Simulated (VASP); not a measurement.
A run of VASP 6.6.1 is set up as follows.

File INCAR:

```
SYSTEM = Ge3N4
PREC = Accurate
ENCUT = 520
EDIFF = 1E-7
ISMEAR = -1
SIGMA = 0.02
LREAL = .False.
LASPH = .True.
NELM = 120
ALGO = Normal
ISIF = 2
LWAVE = .False.
LCHARG = .False.
GGA = PE
IBRION = 2
NSW = 80
EDIFFG = -0.02
GGA_COMPAT = .False.
NELMIN = 4
KPAR = 4
```

File KPOINTS:

```
regular mesh
0
Gamma
  6 6 6
  0 0 0
```

POSCAR

```
Ge3N4
1.0
    0.0000000000      4.2360324514      4.2360324514
    4.2360324514      0.0000000000      4.2360324514
    4.2360324514      4.2360324514      0.0000000000
Ge N
6 8
Direct
    0.1250000000      0.1250000000      0.1250000000
    0.6250000000      0.1250000000      0.1250000000
    0.1250000000      0.1250000000      0.6250000000
    0.1250000000      0.6250000000      0.1250000000
    0.5000000000      0.5000000000      0.5000000000
    0.7500000000      0.7500000000      0.7500000000
    0.8832000000      0.8832000000      0.8832000000
    0.8996000000      0.3668000000      0.3668000000
    0.8832000000      0.8832000000      0.3504000000
    0.3668000000      0.8996000000      0.3668000000
    0.3504000000      0.8832000000      0.8832000000
    0.3668000000      0.3668000000      0.3668000000
    0.8832000000      0.3504000000      0.8832000000
    0.3668000000      0.3668000000      0.8996000000
```

Potentials or basis: VASP PAW PBE potentials, release 64 (Ge_d, N).

Command:

```bash
$ cat potpaw_PBE.64/Ge_d/POTCAR potpaw_PBE.64/N/POTCAR > POTCAR
$ mpirun -np 4 vasp_std > vasp.out
```

Q: Estimate the band gap on the k mesh.

A: 1.18 eV.

Q: Predict the energy gained by relaxing.

A: 0.5 meV/atom.

Final structure:
```yaml
crystal:
  lattice:
    - [0.00000, 4.23603, 4.23603]
    - [4.23603, 0.00000, 4.23603]
    - [4.23603, 4.23603, 0.00000]
  atoms:
    - { symbol: Ge, position: [0.12500, 0.12500, 0.12500] }
    - { symbol: Ge, position: [0.62500, 0.12500, 0.12500] }
    - { symbol: Ge, position: [0.12500, 0.12500, 0.62500] }
    - { symbol: Ge, position: [0.12500, 0.62500, 0.12500] }
    - { symbol: Ge, position: [0.50000, 0.50000, 0.50000] }
    - { symbol: Ge, position: [0.75000, 0.75000, 0.75000] }
    - { symbol: N, position: [0.88375, 0.88375, 0.88375] }
    - { symbol: N, position: [0.90124, 0.36625, 0.36625] }
    - { symbol: N, position: [0.88375, 0.88375, 0.34876] }
    - { symbol: N, position: [0.36625, 0.90124, 0.36625] }
    - { symbol: N, position: [0.34876, 0.88375, 0.88375] }
    - { symbol: N, position: [0.36625, 0.36625, 0.36625] }
    - { symbol: N, position: [0.88375, 0.34876, 0.88375] }
    - { symbol: N, position: [0.36625, 0.36625, 0.90124] }
```
